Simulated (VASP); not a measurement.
# Ga (Cmcm) in VASP: further runs

The runs below take Ga through single point, with LDA.

Everything below comes from runs of VASP 6.6.1. Logs are shortened: lines on timing, memory, paths and dates and some standing lists are left out, and cuts for length are marked.

## Step 1: The cell of the first run

It takes space group Cmcm (No. 63, orthorhombic). Conventional cell: a = 2.841 Å, b = 7.964 Å, c = 3.105 Å, α = 90.00°, β = 90.00°, γ = 90.00°. Ga (site symmetry m2m) has 10 Ga at 2.63 to 3.11 Å within 3.5 Å.

## Step 2: Single point, LDA (volume scaled by 0.94)

INCAR

```
SYSTEM = Ga
PREC = Accurate ; ENCUT = 520
EDIFF = 1E-6 ; ISMEAR = -1
SIGMA = 0.05 ; LREAL = .False.
LASPH = .True. ; NELM = 100
ALGO = Normal ; ISIF = 2
LWAVE = .False. ; LCHARG = .False.
NBANDS = 20
```

KPOINTS

```
regular mesh
0
Gamma
  10 10 8
  0 0 0
```

POSCAR

```
Ga
1.0
    1.4203998576     -3.9820175319      0.0000000000
    1.4203998576      3.9820175319      0.0000000000
    0.0000000000      0.0000000000      3.1052879646
Ga
2
Direct
    0.1330000000      0.8670000000      0.7500000000
    0.8670000000      0.1330000000      0.2500000000
```

Potentials or basis: VASP PAW LDA potentials, release 64 (Ga_d).

Run with:

```sh
$ cat potpaw_LDA.64/Ga_d/POTCAR > POTCAR
$ mpirun -np 1 vasp_std > vasp.out
```

OUTCAR:

```text
SYSTEM = Ga
   PREC = Accurate
   ENCUT = 520
   EDIFF = 1E-6
   ISMEAR = -1
   LREAL = .False.
   LASPH = .True.
   NELM = 100
   ISIF = 2

 ion  position               nearest neighbor table
   1  0.133  0.867  0.750-   2 2.63   2 2.63   2 2.81   2 2.81   2 2.81   2 2.81
   2  0.867  0.133  0.250-   1 2.63   1 2.63   1 2.81   1 2.81   1 2.81   1 2.81

  LATTYP: Found a base centered orthorhombic cell.
 ALAT       =     2.8407997152
 B/A-ratio  =     2.8034482759
 C/A-ratio  =     1.0931034483

  Lattice vectors:

 A1 = (   1.4203998576,  -3.9820175319,   0.0000000000)
 A2 = (   1.4203998576,   3.9820175319,   0.0000000000)
 A3 = (   0.0000000000,   0.0000000000,   3.1052879646)

Analysis of symmetry for initial positions (statically):
=====================================================================
 Subroutine PRICEL returns:
 Original cell was already a primitive cell.

 Routine SETGRP: Setting up the symmetry group for a
 base centered orthorhombic supercell.

 Subroutine GETGRP returns: Found  8 space group operations
 (whereof  4 operations were pure point group operations)
 out of a pool of  8 trial point group operations.

The static configuration has the point symmetry C_2h.
 The point group associated with its full space group is D_2h.

Analysis of symmetry for dynamics (positions and initial velocities):
=====================================================================
 Subroutine PRICEL returns:
 Original cell was already a primitive cell.

 Routine SETGRP: Setting up the symmetry group for a
 base centered orthorhombic supercell.

 Subroutine GETGRP returns: Found  8 space group operations
 (whereof  4 operations were pure point group operations)
 out of a pool of  8 trial point group operations.

The dynamic configuration has the point symmetry C_2h.
 The point group associated with its full space group is D_2h.

 Subroutine INISYM returns: Found  8 space group operations
 (whereof  4 operations are pure point group operations),
 and found     1 'primitive' translations

----------------------------------------------------------------------------------------

                                     Primitive cell

  volume of cell :      35.1274

  direct lattice vectors                    reciprocal lattice vectors
     1.420399858 -3.982017532  0.000000000     0.352013553 -0.125564490  0.000000000
     1.420399858  3.982017532  0.000000000     0.352013553  0.125564490  0.000000000
     0.000000000  0.000000000  3.105287965     0.000000000  0.000000000  0.322031326

  length of vectors
     4.227765294  4.227765294  3.105287965     0.373737852  0.373737852  0.322031326

  position of ions in fractional coordinates (direct lattice)
     0.133000000  0.867000000  0.750000000
     0.867000000  0.133000000  0.250000000

  ion indices of the primitive-cell ions
   primitive index   ion index
                 1           1
                 2           2

----------------------------------------------------------------------------------------

 KPOINTS: regular mesh

Automatic generation of k-mesh.
 Grid dimensions read from file:
 generate k-points for:   10   10    8

 Generating k-lattice:

  Cartesian coordinates                     Fractional coordinates (reciprocal lattice)
     0.035201355 -0.012556449  0.000000000     0.100000000  0.000000000  0.000000000
     0.035201355  0.012556449  0.000000000     0.000000000  0.100000000  0.000000000
     0.000000000  0.000000000  0.040253916     0.000000000  0.000000000  0.125000000

  Length of vectors
     0.037373785  0.037373785  0.040253916

  Shift w.r.t. Gamma in fractional coordinates (k-lattice)
     0.000000000  0.000000000  0.000000000

 Subroutine IBZKPT returns following result:
 ===========================================

 Found    155 irreducible k-points:

 Following reciprocal coordinates:
            Coordinates               Weight
  0.000000  0.000000  0.000000      1.000000
  0.100000 -0.000000  0.000000      4.000000
  0.200000 -0.000000  0.000000      4.000000
  0.300000 -0.000000  0.000000      4.000000
  0.400000 -0.000000  0.000000      4.000000
  0.500000 -0.000000  0.000000      2.000000
[... 16 lines left out ...]
  0.300000  0.300000  0.000000      2.000000
  0.400000  0.300000  0.000000      4.000000
 [... further k-points ...]
   k-points           NKPTS =    155   k-points in BZ     NKDIM =    155   number of bands    NBANDS=     20
   number of dos      NEDOS =    301   number of ions     NIONS =      2
   total plane-waves  NPLWV =  24576
   dimension x,y,z NGX =    32 NGY =   32 NGZ =   24
   dimension x,y,z NGXF=    64 NGYF=   64 NGZF=   48
   ions per type =               2
   NGX,Y,Z   is equivalent  to a cutoff of  12.58, 12.58, 12.85 a.u.
   NGXF,Y,Z  is equivalent  to a cutoff of  25.17, 25.17, 25.70 a.u.
 SYSTEM =  Ga
   PREC   = accura    normal or accurate (medium, high low for compatibility)
   ISTART =      0    job   : 0-new  1-cont  2-samecut
   ICHARG =      2    charge: 1-file 2-atom 10-const
   ISPIN  =      1    spin polarized calculation?
   LNONCOLLINEAR =      F non collinear calculations
   LSORBIT =      F    spin-orbit coupling
   LASPH  =      T    aspherical Exc in radial PAW
   ENCUT  =  520.0 eV  38.22 Ry    6.18 a.u.   7.86  7.86  5.77*2*pi/ulx,y,z
   NELM   =    100;   NELMIN=  2; NELMDL= -5     # of ELM steps
   EDIFF  = 0.1E-05   stopping-criterion for ELM
   LREAL  =      F    real-space projection
   EDIFFG = 0.1E-04   stopping-criterion for IOM
   NSW    =      0    number of steps for IOM
   IBRION =     -1    ionic relax: 0-MD 1-quasi-New 2-CG
   NFREE  =      0    steps in history (QN), initial steepest desc. (CG)
   ISIF   =      2    stress and relaxation
   ISYM   =      2    0-nonsym 1-usesym 2-fastsym
   POTIM  = 0.5000    time-step for ionic-motion
   TEBEG  =    0.0;   TEEND  =   0.0 temperature during run
   PSTRESS=    0.0 pullay stress
   NELECT =      26.0000    total number of electrons
   NUPDOWN=      -1.0000    fix difference up-down
   EMIN   =  10.00;   EMAX   =-10.00  energy-range for DOS
   EFERMI =   0.00;   METHOD = LEGACY
   ISMEAR =    -1;   SIGMA  =   0.05  broadening in eV -4-tet -1-fermi 0-gaus
   EFERMI_NEDOS =   21; number of points for ismear=-14 and -15
   IALGO  =     38    algorithm
   IMIX   =      4    mixing-type and parameters
     AMIX     =   0.40;   BMIX     =  1.00
     AMIX_MAG =   1.60;   BMIX_MAG =  1.00
  volume/ion in A,a.u.               =      17.56       118.53
  Fermi-wavevector in a.u.,A,eV,Ry     =   1.480872  2.798441 29.837312  2.192981
  Thomas-Fermi vector in A             =   2.594852
   LORBIT       =      0    0 simple, 1 ext, 2 COOP (PROOUT), +10 PAW based schemes
   GGA     = CA    functional components
   LHFCALC =     F    Hartree Fock is set to
   AEXX    =    0.0000 exact exchange contribution
   IVDW    =     0    specifies the selected vdW correction
   LEPSILON=     F    determine dielectric tensor
   LRPA    =     F    only Hartree local field effects (RPA)
 non-spin polarized calculation
  energy-cutoff  :      520.00
  volume of cell :       35.13
 maximum number of plane-waves:       972
   NGX = 15   NGY = 15   NGZ = 11

 number of electron      25.9999992 magnetization

 Free energy of the ion-electron system (eV)
  ---------------------------------------------------
  ext. energy  EPLUGINS =         0.00000000
  ---------------------------------------------------
  free energy    TOTEN  =        -7.16851531 eV

  energy without entropy =       -7.16566678  energy(sigma->0) =       -7.16709105

 E-fermi :   5.9965     XC(G=0): -11.6505

 val. band max:        5.9284852920   @ k =   0.3000   0.1000   0.2500
 cond. band min:       6.0539437783   @ k =  -0.1000   0.1000   0.0000
 fundamental gap:      0.1254584863
 Fermi energy:         5.9964729111

 k-point     1 :       0.0000    0.0000    0.0000
  band No.  band energies     occupation
      1      -9.3875      2.00000
      2      -9.3544      2.00000
      3      -9.2754      2.00000
      4      -9.2655      2.00000
      5      -9.0388      2.00000
      6      -9.0167      2.00000
[... 12 lines left out ...]
     19      17.7288      0.00000
     20      18.1720      0.00000

 k-point     2 :       0.1000   -0.0000    0.0000
  band No.  band energies     occupation
      1      -9.3759      2.00000
      2      -9.3470      2.00000
      3      -9.2705      2.00000
      4      -9.2215      2.00000
      5      -9.0523      2.00000
      6      -9.0311      2.00000
[... 12 lines left out ...]
     19      18.4648      0.00000
     20      20.0311      0.00000

 k-point     3 :       0.2000   -0.0000    0.0000
  band No.  band energies     occupation
      1      -9.3461      2.00000
      2      -9.3281      2.00000
      3      -9.2375      2.00000
      4      -9.1544      2.00000
      5      -9.0705      2.00000
      6      -9.0704      2.00000
[... 12 lines left out ...]
     19      18.8503      0.00000
     20      22.6834      0.00000

 k-point     4 :       0.3000   -0.0000    0.0000
  band No.  band energies     occupation
      1      -9.3114      2.00000
      2      -9.3059      2.00000
      3      -9.2097      2.00000
      4      -9.1769      2.00000
      5      -9.1220      2.00000
      6      -9.0199      2.00000
[... 12 lines left out ...]
     19      18.9549      0.00000
     20      20.6411      0.00000

 k-point     5 :       0.4000   -0.0000    0.0000
  band No.  band energies     occupation
      1      -9.2977      2.00000
      2      -9.2888      2.00000
      3      -9.2115      2.00000
      4      -9.1910      2.00000
      5      -9.1667      2.00000
      6      -9.0292      2.00000
[... 12 lines left out ...]
     19      17.3983      0.00000
     20      19.6274      0.00000

 k-point     6 :       0.5000   -0.0000    0.0000
  band No.  band energies     occupation
      1      -9.3026      2.00000
      2      -9.2819      2.00000
      3      -9.2011      2.00000
      4      -9.1997      2.00000
      5      -9.1853      2.00000
      6      -9.0387      2.00000
[... 12 lines left out ...]
     19      17.5539      0.00000
     20      17.9845      0.00000

 k-point     7 :       0.1000    0.1000    0.0000
  band No.  band energies     occupation
      1      -9.3541      2.00000
      2      -9.3385      2.00000
      3      -9.2166      2.00000
      4      -9.1675      2.00000
      5      -9.0577      2.00000
      6      -9.0529      2.00000
[... 12 lines left out ...]
     19      19.3011      0.00000
     20      21.8356      0.00000
[... 277 lines left out ...]
 k-point    20 :      -0.4000    0.2000    0.0000
  band No.  band energies     occupation
      1      -9.3147      2.00000
      2      -9.2681      2.00000
      3      -9.2563      2.00000
      4      -9.1631      2.00000
      5      -9.1035      2.00000
      6      -9.0758      2.00000
[... 12 lines left out ...]
     19      16.8735      0.00000
     20      20.1424      0.00000

 k-point    21 :      -0.3000    0.2000    0.0000
  band No.  band energies     occupation
      1      -9.3606      2.00000
      2      -9.3052      2.00000
      3      -9.2808      2.00000
      4      -9.1451      2.00000
      5      -9.1180      2.00000
      6      -9.0629      2.00000
[... 12 lines left out ...]
     19      16.9782      0.00000
     20      18.7463      0.00000

 k-point    22 :      -0.2000    0.2000    0.0000
  band No.  band energies     occupation
      1      -9.3745      2.00000
      2      -9.3273      2.00000
      3      -9.3072      2.00000
      4      -9.1835      2.00000
      5      -9.0968      2.00000
      6      -9.0409      2.00000
[... 12 lines left out ...]
     19      17.0019      0.00000
     20      17.0068      0.00000

 k-point    23 :       0.3000    0.3000    0.0000
  band No.  band energies     occupation
      1      -9.3048      2.00000
      2      -9.2786      2.00000
      3      -9.2285      2.00000
      4      -9.1127      2.00000
      5      -9.1028      2.00000
      6      -9.0673      2.00000
[... 12 lines left out ...]
     19      16.8599      0.00000
     20      18.6619      0.00000

 k-point    24 :       0.4000    0.3000    0.0000
  band No.  band energies     occupation
      1      -9.2971      2.00000
      2      -9.2448      2.00000
      3      -9.2121      2.00000
      4      -9.1664      2.00000
      5      -9.0998      2.00000
      6      -9.0940      2.00000
[... 12 lines left out ...]
     19      16.2106      0.00000
     20      17.9456      0.00000

 [... further k-points ...]
[... 5 lines left out ...]
  --------------------------------------------------------------------------------------
  -------------------------------------------------------------------------------------
  Total       -0.6255931     -0.0670971      0.2587150      0.0000000     -0.0000000      0.0000000
  in kB      -28.5336179     -3.0603341     11.8001214      0.0000000     -0.0000000      0.0000000
  external PRESSURE =      -6.5979436 kB  Pullay stress =       0.0000000 kB

 VOLUME and BASIS-vectors are now :
 -----------------------------------------------------------------------------
  energy-cutoff  :      520.00
  volume of cell :       35.13
      direct lattice vectors                 reciprocal lattice vectors
     1.420399858 -3.982017532  0.000000000     0.352013553 -0.125564490  0.000000000
     1.420399858  3.982017532  0.000000000     0.352013553  0.125564490  0.000000000
     0.000000000  0.000000000  3.105287965     0.000000000  0.000000000  0.322031326

 POSITION                                       TOTAL-FORCE (eV/Angst)
 -----------------------------------------------------------------------------------
      1.42040      2.92280      2.32897         0.000000     -0.225621      0.000000
      1.42040     -2.92280      0.77632         0.000000      0.225621     -0.000000
 -----------------------------------------------------------------------------------
    total drift:                                0.000000      0.000000     -0.000000

  FREE ENERGIE OF THE ION-ELECTRON SYSTEM (eV)
  ---------------------------------------------------
  free  energy   TOTEN  =        -7.1685153091 eV

  energy  without entropy=       -7.1656667838  energy(sigma->0) =       -7.16709105
```

Run time: 50 s. Hardware: 1 thread of Intel Xeon Platinum 8259CL at 2.50GHz (Skylake/Cascade Lake), shared host; peak memory 0.2 GiB.

What came out:

| Quantity | Value |
| --- | --- |
| Free energy | -7.1685 eV |
| Pressure | -0.7 GPa |
| Largest force | 0.226 eV/Å |
| Band gap on the k mesh | zero (band 13 reaches 11.30 eV, above the bottom of band 14 at 1.49 eV) |

Forces on the atoms (eV/Å):
```
Ga   0.000 -0.226  0.000
Ga   0.000  0.226  0.000
```

## Step 3: Single point, LDA (volume scaled by 0.96)

INCAR

```
PREC     = Accurate       # precision mode
ENCUT    = 520            # plane-wave cutoff, eV
EDIFF    = 1E-7           # SCF threshold, eV
ISMEAR   = -1             # smearing method
SIGMA    = 0.05           # smearing width, eV
LREAL    = False          # projectors in reciprocal space
LASPH    = True           # aspherical terms in the spheres
NELM     = 100            # most SCF steps
ALGO     = Normal         # electronic algorithm
ISIF     = 2              # what is computed and relaxed
LWAVE    = False          # write WAVECAR
LCHARG   = False          # write CHGCAR
NBANDS   = 20             # bands
```

KPOINTS

```
Automatic mesh
0
Gamma
  10 10 8
```

POSCAR

```
Ga
1.0
    1.4304030031     -4.0100608329      0.0000000000
    1.4304030031      4.0100608329      0.0000000000
    0.0000000000      0.0000000000      3.1271569103
Ga
2
Direct
    0.1330000000      0.8670000000      0.7500000000
    0.8670000000      0.1330000000      0.2500000000
```

Potentials or basis: VASP PAW LDA potentials, release 64 (Ga_d).

Run with:

```sh
$ cat potpaw_LDA.64/Ga_d/POTCAR > POTCAR
$ mpirun -np 1 vasp_std > vasp.out
```

Run time: 55 s. Hardware: 1 thread of Intel Xeon Platinum 8259CL at 2.50GHz (Skylake/Cascade Lake), shared host; peak memory 0.21 GiB.

Results (log left out):

```yaml
Free_energy: -7.1627 eV
Pressure: -1.8 GPa
Largest_force: 0.217 eV/Å
Band_gap_on_the_k_mesh: zero (band 13 reaches 11.01 eV, above the bottom of band 14 at 1.39 eV)
```

Forces on the atoms (eV/Å):
```
Ga   0.000 -0.217  0.000
Ga   0.000  0.217  0.000
```

Stress tensor (GPa, compression positive):
```
-3.73  0.00  0.00
 0.00 -1.63  0.00
 0.00  0.00 -0.12
```

Levels at points of the mesh, in eV from the Fermi level:
| k point | band 10 | band 11 | band 12 | band 13 | band 14 | band 15 | band 16 | band 17 |
| --- | --- | --- | --- | --- | --- | --- | --- | --- |
| (0.00, 0.00, 0.00) | -14.74 | -11.53 | -2.35 | -1.52 | 2.94 | 6.82 | 8.03 | 8.99 |
| (0.50, 0.00, 0.00) | -14.80 | -6.82 | -5.56 | -1.82 | -0.38 | 6.68 | 6.90 | 9.23 |
| (0.50, 0.50, 0.00) | -14.82 | -9.44 | -8.79 | 5.26 | 5.92 | 6.01 | 7.36 | 7.46 |
| (0.00, 0.00, 0.50) | -14.83 | -7.58 | -7.58 | 1.92 | 1.92 | 2.61 | 2.61 | 10.61 |
| (0.50, 0.00, 0.50) | -14.80 | -3.08 | -3.08 | -1.62 | -1.62 | 1.91 | 1.91 | 4.39 |
| (0.50, 0.50, 0.50) | -14.89 | -5.67 | -5.67 | -4.37 | -4.37 | 9.84 | 9.84 | 11.73 |

(Continued in part 2 of 2.)
